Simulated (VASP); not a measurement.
# Si2Mo (Fmm2) in VASP: single point with PBEsol

Aim: the single point of Si2Mo with PBEsol.

Everything below comes from runs of VASP 6.6.1. Logs are shortened: lines on timing, memory, paths and dates and some standing lists are left out, and cuts for length are marked.

### Step 1. The cell of the first run

It takes space group Fmm2 (No. 42, orthorhombic). The conventional cell has a = 4.511 Å, b = 7.821 Å, c = 4.511 Å, α = 90.00°, β = 90.00°, γ = 90.00°. Within 3.3 Å of Si (site symmetry m) lie 5 Mo at 2.47 to 2.73 Å and 9 Si at 2.58 to 3.19 Å. Within 3.3 Å of Mo (site symmetry mm2) lie 10 Si at 2.47 to 2.73 Å and 4 Mo at 3.19 Å.

### Step 2. Single point, PBEsol (atom 3 (Mo) moved by (-0.150, +0.000) A along [1 1 0] and z)

Input file INCAR:

```
SYSTEM = Si2Mo
PREC = Accurate
ENCUT = 520
EDIFF = 1E-6
ISMEAR = 0
SIGMA = 0.15
LREAL = .FALSE.
LASPH = .TRUE.
NELM = 60
ALGO = Normal
ISIF = 2
LWAVE = .FALSE.
LCHARG = .FALSE.
GGA = PS
NBANDS = 18
```

Input file KPOINTS:

```
Automatic mesh
0
G
  20 20 20
  0 0 0
```

Input file POSCAR:

```
Si2Mo
1.0
   -1.5950350805      1.5950350805      3.9106920000
    1.5950350805     -1.5950350805      3.9106920000
    1.5950350805      1.5950350805     -3.9106920000
Si Mo
2 1
Direct
    0.3350596655      0.3350596655      0.0000000000
    0.6649403345      0.6649403345      0.0000000000
   -0.0332488039     -0.0332488039     -0.0664976078
```

Potentials or basis: VASP PAW PBE potentials, release 64 (Si, Mo_sv).

Started as:

```console
> cat potpaw_PBE.64/Si/POTCAR potpaw_PBE.64/Mo_sv/POTCAR > POTCAR
> mpirun -np 1 vasp_std > vasp.out
```

OUTCAR:

```text
SYSTEM = Si2Mo
   PREC = Accurate
   ENCUT = 520
   EDIFF = 1E-6
   ISMEAR = 0
   LREAL = .FALSE.
   LASPH = .TRUE.
   NELM = 60
   ISIF = 2
   GGA = PS

 ion  position               nearest neighbor table
   1  0.335  0.335  0.000-   3 2.47   2 2.58   3 2.60   3 2.60   2 2.62   2 2.62   2 2.62   2 2.62
                             3 2.62   3 2.73
   2  0.665  0.665  0.000-   3 2.47   1 2.58   3 2.60   3 2.60   1 2.62   1 2.62   1 2.62   1 2.62
                             3 2.62   3 2.73
   3  0.967  0.967  0.934-   2 2.47   1 2.47   2 2.60   1 2.60   1 2.60   2 2.60   1 2.62   2 2.62
                             1 2.73   2 2.73

  LATTYP: Found a body centered tetragonal cell.
 ALAT       =     3.1900701610
 C/A-ratio  =     2.4517905893

  Lattice vectors:

 A1 = (  -1.5950350805,   1.5950350805,   3.9106920000)
 A2 = (   1.5950350805,  -1.5950350805,   3.9106920000)
 A3 = (   1.5950350805,   1.5950350805,  -3.9106920000)

Analysis of symmetry for initial positions (statically):
=====================================================================
 Subroutine PRICEL returns:
 Original cell was already a primitive cell.

 Routine SETGRP: Setting up the symmetry group for a
 body centered tetragonal supercell.

 Subroutine GETGRP returns: Found  4 space group operations
 (whereof  4 operations were pure point group operations)
 out of a pool of 16 trial point group operations.

The static configuration has the point symmetry C_2v.

Analysis of symmetry for dynamics (positions and initial velocities):
=====================================================================
 Subroutine PRICEL returns:
 Original cell was already a primitive cell.

 Routine SETGRP: Setting up the symmetry group for a
 body centered tetragonal supercell.

 Subroutine GETGRP returns: Found  4 space group operations
 (whereof  4 operations were pure point group operations)
 out of a pool of 16 trial point group operations.

The dynamic configuration has the point symmetry C_2v.

 Subroutine INISYM returns: Found  4 space group operations
 (whereof  4 operations are pure point group operations),
 and found     1 'primitive' translations

----------------------------------------------------------------------------------------

                                     Primitive cell

  volume of cell :      39.7973

  direct lattice vectors                    reciprocal lattice vectors
    -1.595035080  1.595035080  3.910692000     0.000000000  0.313472729  0.127854610
     1.595035080 -1.595035080  3.910692000     0.313472729  0.000000000  0.127854610
     1.595035080  1.595035080 -3.910692000     0.313472729  0.313472729  0.000000000

  length of vectors
     4.514619113  4.514619113  4.514619113     0.338543872  0.338543872  0.443317385

  position of ions in fractional coordinates (direct lattice)
     0.335059665  0.335059665  0.000000000
     0.664940335  0.664940335  0.000000000
     0.966751196  0.966751196  0.933502392

  ion indices of the primitive-cell ions
   primitive index   ion index
                 1           1
                 2           2
                 3           3

----------------------------------------------------------------------------------------

 KPOINTS: Automatic mesh

Automatic generation of k-mesh.
 Grid dimensions read from file:
 generate k-points for:   20   20   20

 Generating k-lattice:

  Cartesian coordinates                     Fractional coordinates (reciprocal lattice)
     0.000000000  0.015673636  0.006392730     0.050000000  0.000000000 -0.000000000
     0.015673636  0.000000000  0.006392730     0.000000000  0.050000000 -0.000000000
     0.015673636  0.015673636  0.000000000     0.000000000  0.000000000  0.050000000

  Length of vectors
     0.016927194  0.016927194  0.022165869

  Shift w.r.t. Gamma in fractional coordinates (k-lattice)
     0.000000000  0.000000000  0.000000000

 Subroutine IBZKPT returns following result:
 ===========================================

 Found   1166 irreducible k-points:

 Following reciprocal coordinates:
            Coordinates               Weight
  0.000000  0.000000  0.000000      1.000000
  0.050000  0.000000 -0.000000      8.000000
  0.100000  0.000000 -0.000000      8.000000
  0.150000  0.000000 -0.000000      8.000000
  0.200000  0.000000 -0.000000      8.000000
  0.250000  0.000000  0.000000      8.000000
[... 16 lines left out ...]
  0.000000  0.350000 -0.050000      8.000000
  0.350000  0.050000 -0.000000      8.000000
 [... further k-points ...]
   k-points           NKPTS =   1166   k-points in BZ     NKDIM =   1166   number of bands    NBANDS=     18
   number of dos      NEDOS =    301   number of ions     NIONS =      3
   total plane-waves  NPLWV =  46656
   dimension x,y,z NGX =    36 NGY =   36 NGZ =   36
   dimension x,y,z NGXF=    72 NGYF=   72 NGZF=   72
   ions per type =               2   1
   NGX,Y,Z   is equivalent  to a cutoff of  13.26, 13.26, 13.26 a.u.
   NGXF,Y,Z  is equivalent  to a cutoff of  26.51, 26.51, 26.51 a.u.
 SYSTEM =  Si2Mo
   PREC   = accura    normal or accurate (medium, high low for compatibility)
   ISTART =      0    job   : 0-new  1-cont  2-samecut
   ICHARG =      2    charge: 1-file 2-atom 10-const
   ISPIN  =      1    spin polarized calculation?
   LNONCOLLINEAR =      F non collinear calculations
   LSORBIT =      F    spin-orbit coupling
   LASPH  =      T    aspherical Exc in radial PAW
   ENCUT  =  520.0 eV  38.22 Ry    6.18 a.u.   8.39  8.39  8.39*2*pi/ulx,y,z
   NELM   =     60;   NELMIN=  2; NELMDL= -5     # of ELM steps
   EDIFF  = 0.1E-05   stopping-criterion for ELM
   LREAL  =      F    real-space projection
   EDIFFG = 0.1E-04   stopping-criterion for IOM
   NSW    =      0    number of steps for IOM
   IBRION =     -1    ionic relax: 0-MD 1-quasi-New 2-CG
   NFREE  =      0    steps in history (QN), initial steepest desc. (CG)
   ISIF   =      2    stress and relaxation
   ISYM   =      2    0-nonsym 1-usesym 2-fastsym
   POTIM  = 0.5000    time-step for ionic-motion
   TEBEG  =    0.0;   TEEND  =   0.0 temperature during run
   PSTRESS=    0.0 pullay stress
   NELECT =      22.0000    total number of electrons
   NUPDOWN=      -1.0000    fix difference up-down
   EMIN   =  10.00;   EMAX   =-10.00  energy-range for DOS
   EFERMI =   0.00;   METHOD = LEGACY
   ISMEAR =     0;   SIGMA  =   0.15  broadening in eV -4-tet -1-fermi 0-gaus
   EFERMI_NEDOS =   21; number of points for ismear=-14 and -15
   IALGO  =     38    algorithm
   IMIX   =      4    mixing-type and parameters
     AMIX     =   0.40;   BMIX     =  1.00
     AMIX_MAG =   1.60;   BMIX_MAG =  1.00
  volume/ion in A,a.u.               =      13.27        89.52
  Fermi-wavevector in a.u.,A,eV,Ry     =   1.343583  2.539003 24.561430  1.805214
  Thomas-Fermi vector in A             =   2.471645
   LORBIT       =      0    0 simple, 1 ext, 2 COOP (PROOUT), +10 PAW based schemes
   GGA     = PS    functional components
   LHFCALC =     F    Hartree Fock is set to
   AEXX    =    0.0000 exact exchange contribution
   IVDW    =     0    specifies the selected vdW correction
   LEPSILON=     F    determine dielectric tensor
   LRPA    =     F    only Hartree local field effects (RPA)
 non-spin polarized calculation
 Gauss-broadening in eV      SIGMA  =   0.15
  energy-cutoff  :      520.00
  volume of cell :       39.80
 maximum number of plane-waves:      1104
 NGX is ok and might be reduce to    36
   NGX = 17   NGY = 17   NGZ = 17

 number of electron      21.9999999 magnetization

 Free energy of the ion-electron system (eV)
  ---------------------------------------------------
  ext. energy  EPLUGINS =         0.00000000
  ---------------------------------------------------
  free energy    TOTEN  =       -24.96304896 eV

  energy without entropy =      -24.96034216  energy(sigma->0) =      -24.96169556

 E-fermi :  12.3208     XC(G=0): -12.5572

 val. band max:       12.3124622986   @ k =  -0.3000   0.3500   0.5000
 cond. band min:      12.3250157887   @ k =  -0.3500   0.3500  -0.4500
 fundamental gap:      0.0125534901
 Fermi energy:        12.3207975810

 k-point     1 :       0.0000    0.0000    0.0000
  band No.  band energies     occupation
      1     -48.2517      2.00000
      2     -22.4543      2.00000
      3     -22.3679      2.00000
      4     -22.3552      2.00000
      5      -1.1618      2.00000
      6       5.8746      2.00000
[... 10 lines left out ...]
     17      17.6776      0.00000
     18      17.7308      0.00000

 k-point     2 :       0.0500    0.0000   -0.0000
  band No.  band energies     occupation
      1     -48.2512      2.00000
      2     -22.4538      2.00000
      3     -22.3720      2.00000
      4     -22.3572      2.00000
      5      -1.1157      2.00000
      6       5.8794      2.00000
[... 10 lines left out ...]
     17      17.7335      0.00000
     18      17.9856      0.00000

 k-point     3 :       0.1000    0.0000   -0.0000
  band No.  band energies     occupation
      1     -48.2498      2.00000
      2     -22.4523      2.00000
      3     -22.3894      2.00000
      4     -22.3577      2.00000
      5      -0.9781      2.00000
      6       5.8870      2.00000
[... 10 lines left out ...]
     17      17.8820      0.00000
     18      18.6314      0.00000

 k-point     4 :       0.1500    0.0000   -0.0000
  band No.  band energies     occupation
      1     -48.2476      2.00000
      2     -22.4501      2.00000
      3     -22.4191      2.00000
      4     -22.3556      2.00000
      5      -0.7518      2.00000
      6       5.8722      2.00000
[... 10 lines left out ...]
     17      18.2562      0.00000
     18      19.4686      0.00000

 k-point     5 :       0.2000    0.0000   -0.0000
  band No.  band energies     occupation
      1     -48.2448      2.00000
      2     -22.4575      2.00000
      3     -22.4467      2.00000
      4     -22.3523      2.00000
      5      -0.4411      2.00000
      6       5.7810      2.00000
[... 10 lines left out ...]
     17      18.8191      0.00000
     18      20.4177      0.00000

 k-point     6 :       0.2500    0.0000    0.0000
  band No.  band energies     occupation
      1     -48.2418      2.00000
      2     -22.4991      2.00000
      3     -22.4438      2.00000
      4     -22.3484      2.00000
      5      -0.0520      2.00000
      6       5.5412      2.00000
[... 10 lines left out ...]
     17      19.3600      0.00000
     18      21.3341      0.00000

 k-point     7 :       0.3000    0.0000   -0.0000
  band No.  band energies     occupation
      1     -48.2387      2.00000
      2     -22.5407      2.00000
      3     -22.4405      2.00000
      4     -22.3445      2.00000
      5       0.4082      2.00000
      6       5.1345      2.00000
[... 10 lines left out ...]
     17      19.5747      0.00000
     18      21.4406      0.00000

 k-point     8 :       0.3500    0.0000   -0.0000
  band No.  band energies     occupation
      1     -48.2360      2.00000
      2     -22.5780      2.00000
      3     -22.4376      2.00000
      4     -22.3410      2.00000
      5       0.9303      2.00000
      6       4.6124      2.00000
[... 10 lines left out ...]
     17      19.4374      0.00000
     18      21.3153      0.00000
[... 229 lines left out ...]
     17      18.8554      0.00000
     18      20.4177      0.00000

 k-point    20 :       0.2500    0.0500    0.0000
  band No.  band energies     occupation
      1     -48.2413      2.00000
      2     -22.4985      2.00000
      3     -22.4441      2.00000
      4     -22.3549      2.00000
      5       0.0487      2.00000
      6       5.3708      2.00000
[... 10 lines left out ...]
     17      19.1893      0.00000
     18      21.2069      0.00000

 k-point    21 :       0.0000    0.3000   -0.0500
  band No.  band energies     occupation
      1     -48.2413      2.00000
      2     -22.4983      2.00000
      3     -22.4441      2.00000
      4     -22.3551      2.00000
      5       0.0480      2.00000
      6       5.3698      2.00000
[... 10 lines left out ...]
     17      19.1970      0.00000
     18      21.2294      0.00000

 k-point    22 :       0.3000    0.0500   -0.0000
  band No.  band energies     occupation
      1     -48.2382      2.00000
      2     -22.5400      2.00000
      3     -22.4408      2.00000
      4     -22.3510      2.00000
      5       0.5141      2.00000
      6       5.0190      2.00000
[... 10 lines left out ...]
     17      19.3808      0.00000
     18      21.2885      0.00000

 k-point    23 :       0.0000    0.3500   -0.0500
  band No.  band energies     occupation
      1     -48.2382      2.00000
      2     -22.5398      2.00000
      3     -22.4408      2.00000
      4     -22.3512      2.00000
      5       0.5133      2.00000
      6       5.0177      2.00000
[... 10 lines left out ...]
     17      19.3753      0.00000
     18      21.3253      0.00000

 k-point    24 :       0.3500    0.0500   -0.0000
  band No.  band energies     occupation
      1     -48.2355      2.00000
      2     -22.5772      2.00000
      3     -22.4377      2.00000
      4     -22.3474      2.00000
      5       1.0384      2.00000
      6       4.5406      2.00000
[... 10 lines left out ...]
     17      19.3525      0.00000
     18      21.3114      0.00000

 [... further k-points ...]

------------------------ aborting loop because EDIFF is reached ----------------------------------------

  FORCE on cell =-STRESS in cart. coord.  units (eV):
  Direction    XX          YY          ZZ          XY          YZ          ZX
  --------------------------------------------------------------------------------------
  -------------------------------------------------------------------------------------
  Total        0.5597379      0.5597379      0.4004784      0.5370498      0.0000000      0.0000000
  in kB       22.5341533     22.5341533     16.1226190     21.6207651      0.0000000      0.0000000
  external PRESSURE =      20.3969752 kB  Pullay stress =       0.0000000 kB

 VOLUME and BASIS-vectors are now :
 -----------------------------------------------------------------------------
  energy-cutoff  :      520.00
  volume of cell :       39.80
      direct lattice vectors                 reciprocal lattice vectors
    -1.595035080  1.595035080  3.910692000     0.000000000  0.313472729  0.127854610
     1.595035080 -1.595035080  3.910692000     0.313472729  0.000000000  0.127854610
     1.595035080  1.595035080 -3.910692000     0.313472729  0.313472729  0.000000000

 POSITION                                       TOTAL-FORCE (eV/Angst)
 -----------------------------------------------------------------------------------
      0.00000      0.00000      2.62063        -0.570757     -0.570757     -0.139723
      0.00000      0.00000      5.20075        -0.570757     -0.570757      0.139723
      1.48897      1.48897      3.91069         1.141514      1.141514      0.000000
 -----------------------------------------------------------------------------------
    total drift:                                0.000105      0.000105      0.000000

  FREE ENERGIE OF THE ION-ELECTRON SYSTEM (eV)
  ---------------------------------------------------
  free  energy   TOTEN  =       -24.9630489628 eV

  energy  without entropy=      -24.9603421553  energy(sigma->0) =      -24.96169556
```

Run time: 6.3 min. Hardware: 1 thread of Intel Xeon 6975P-C (Granite Rapids), shared host; peak memory 0.85 GiB.

Results:

| Item | Value |
| --- | --- |
| Free energy | -24.9630 eV |
| Pressure | 2.0 GPa |
| Largest force | 1.614 eV/Å |
| Band gap on the k mesh | zero (bands 11 and 12 overlap by 0.72 eV) |

Forces on the atoms (eV/Å):
```
Si  -0.571 -0.571 -0.140
Si  -0.571 -0.571  0.140
Mo   1.142  1.142  0.000
```

Caveat: the cell differs from its parent crystal (atom 3 (Mo) moved by (-0.150, +0.000) A along [1 1 0] and z); the PAW data sets were made with another functional, which shifts forces and pressure a little.
